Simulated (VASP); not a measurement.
## CdSe: single point with r2SCAN

CdSe:

```
Cd Se
1.0
     0.00000    3.06778    3.15981
     3.06778    0.00000    3.15981
     3.06778    3.06778    0.00000
Cd Se
1 1
Direct
  0.00000 0.00000 0.00000
  0.25000 0.25000 0.25000
```

This cell differs from its parent crystal: uniaxial z strain +3.0%.

```yaml
Program: VASP 6.6.1
Task: single point
Functional: r2SCAN
Potentials_or_basis: VASP PAW PBE potentials, release 64 (Cd, Se)
Cutoff: 520 eV
k_mesh: 8 × 8 × 8
Occupations: gaussian, width 0.01 eV
Spin: no spin polarisation
Dipole_correction: no
Further_INCAR_settings: ALGO = Normal; EDIFF = 1e-06; NBANDS = 16
```

The pressure is -1.3 GPa. The band gap on the k mesh is 0.93 eV.

Stress tensor (GPa, compression positive):
```
-1.09  0.00  0.00
 0.00 -1.09  0.00
 0.00  0.00 -1.67
```

Levels at points of the mesh, in eV from the valence-band top:
```
           k point  band 5  band 6  band 7  band 8  band 9  band 10  band 11  band 12  band 13  band 14
(0.00, 0.00, 0.00)   -7.69   -7.69   -0.10    0.00    0.00     0.93     6.44     6.44     6.45    10.03
(0.50, 0.00, 0.00)   -7.66   -7.43   -4.13   -0.78   -0.65     2.74     6.78     6.98     7.62    10.35
(0.50, 0.50, 0.00)   -7.64   -7.39   -3.97   -1.65   -1.65     3.58     4.23     9.20    10.61    10.61
(0.50, 0.00, 0.50)   -7.64   -7.35   -3.81   -1.79   -1.74     3.49     3.98     9.46    10.38    10.73
```

Wall time 5.6 min on 1 thread of Intel Xeon 8259CL (shared host), peak memory 0.24 GiB.

Caveat: the cell differs from its parent crystal (uniaxial z strain +3.0%); the structure was generated, so it needn't be the stable form of CdSe; the PAW data sets were made with another functional, which shifts forces and pressure a little.
